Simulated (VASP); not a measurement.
Here is a VASP 6.6.1 calculation.

Contents of INCAR:

```
SYSTEM = Al3InAs4
PREC = Accurate
ENCUT = 600
EDIFF = 1E-6
ISMEAR = 0
SIGMA = 0.02
LREAL = .False.
LASPH = .True.
NELM = 100
ALGO = Normal
ISIF = 4
LWAVE = .False.
LCHARG = .False.
GGA = PE
IBRION = 2
NSW = 50
EDIFFG = -0.01
```

Contents of KPOINTS:

```
regular mesh
0
Gamma
  8 4 4
  0 0 0
```

The input POSCAR:

```
Al3InAs4
1.0
    3.9552174326      0.0000000000      0.0000000000
    0.0000000000      3.9594649468      5.5914580013
    0.0000000000     -3.9594649468      5.5914580013
Al In As
3 1 4
Direct
    0.0000000000     -0.0006368357     -0.0006368357
    0.5000000000      0.5018576471      0.9979165443
    0.5000000000      0.9979165443      0.5018576471
    0.0000000000      0.5013368796      0.5013368796
    0.0000000000      0.8924728824      0.3690188482
    0.5000000000      0.3628306025      0.3628306025
    0.0000000000      0.3690188482      0.8924728824
    0.5000000000      0.8752044316      0.8752044316
```

Potentials or basis: VASP PAW PBE potentials, release 64 (Al, In_d, As).

Command:

```bash
$ cat potpaw_PBE.64/Al/POTCAR potpaw_PBE.64/In_d/POTCAR potpaw_PBE.64/As/POTCAR > POTCAR
$ mpirun -np 1 vasp_std > vasp.out
```

Q: Predict the band gap on the k mesh.

A: 1.01 eV (least direct gap 1.14 eV).

Forces in eV/Å, atoms in the order of the input:
```
Al   0.000  0.000 -0.003
Al   0.000  0.001 -0.004
Al   0.000 -0.001 -0.004
In   0.000  0.000 -0.005
As   0.000  0.000  0.003
As   0.000  0.000  0.004
As   0.000  0.000  0.003
As   0.000  0.000  0.005
```

Caveat: spin-orbit coupling is left out, which moves the levels of the heavy elements. A k mesh can miss the band edges.
